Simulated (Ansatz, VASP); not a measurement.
## Al2Au in VASP and in Ansatz

INCAR

```
SYSTEM = Al2Au
ALGO = Normal ; EDIFF = 1E-6
ENCUT = 500 ; GGA = PS
GGA_COMPAT = .FALSE. ; ISIF = 2
ISMEAR = 0 ; LASPH = .TRUE.
LCHARG = .FALSE. ; LREAL = .FALSE.
LWAVE = .FALSE. ; NBANDS = 16
NELM = 120 ; PREC = Accurate
SIGMA = 0.1
```

File KPOINTS:

```
k-points
0
G
  4 4 4
  0 0 0
```

File POSCAR:

```
Al2Au
1.0
    0.0000000000      3.0011078147      3.0011078147
    3.0011078147      0.0000000000      3.0011078147
    3.0011078147      3.0011078147      0.0000000000
Al Au
2 1
Direct
    0.2500000000      0.2500000000      0.2500000000
    0.7500000000      0.7500000000      0.7500000000
    0.0000000000      0.0000000000      0.0000000000
```

Input for Ansatz:

```yaml
crystal:
  lattice:
    - [0.0, 3.0011078147, 3.0011078147]
    - [3.0011078147, 0.0, 3.0011078147]
    - [3.0011078147, 3.0011078147, 0.0]
  atoms:
    - { symbol: Al, position: [0.25, 0.25, 0.25] }
    - { symbol: Al, position: [0.75, 0.75, 0.75] }
    - { symbol: Au, position: [0.0, 0.0, 0.0] }
basis:
  ecutwfc: 420
kpoints:
  mp_grid: { grid: [4, 4, 4] }
hamiltonian:
  xc: pbesol
  pseudopotentials: { kind: paw, azcp: { folder: soft_1 } }
scf:
  occupations: { method: gaussian, width: 0.1 }
output:
  forces: true
  stress: true
  eigenvalues: true
```

Alike in both runs: task single point; functional PBEsol; k mesh 4 × 4 × 4; occupations gaussian, width 0.1 eV; no spin polarisation.

|  | VASP | Ansatz |
| --- | --- | --- |
| version | VASP 6.6.1 | Ansatz 0.2.0 |
| potentials or method | VASP PAW PBE potentials, release 64 (Al, Au), cutoff 500 eV | scalar-relativistic, plane waves, PAW |
| valence electrons in the cell | 17 | 25 |

```tsv
	VASP	Ansatz	Ansatz less VASP
gap on the k mesh at the Fermi level (eV)	none	none	-
pressure (GPa)	-0.9	-0.8	+0.13
```

VASP's potentials were made for PBE, not for PBEsol, and Ansatz warns of the same on its side. A gap of «none» marks a metal or a gap that the smearing closes. The functional is the same, so the differences come from potentials, cutoffs and numerics. VASP's potentials hold 17 valence electrons a cell and Ansatz's 25, so a difference there can come from the potentials and not from the codes.

The k mesh is coarse, so the values compare programs but aren't converged. Neither program's run includes spin-orbit coupling.
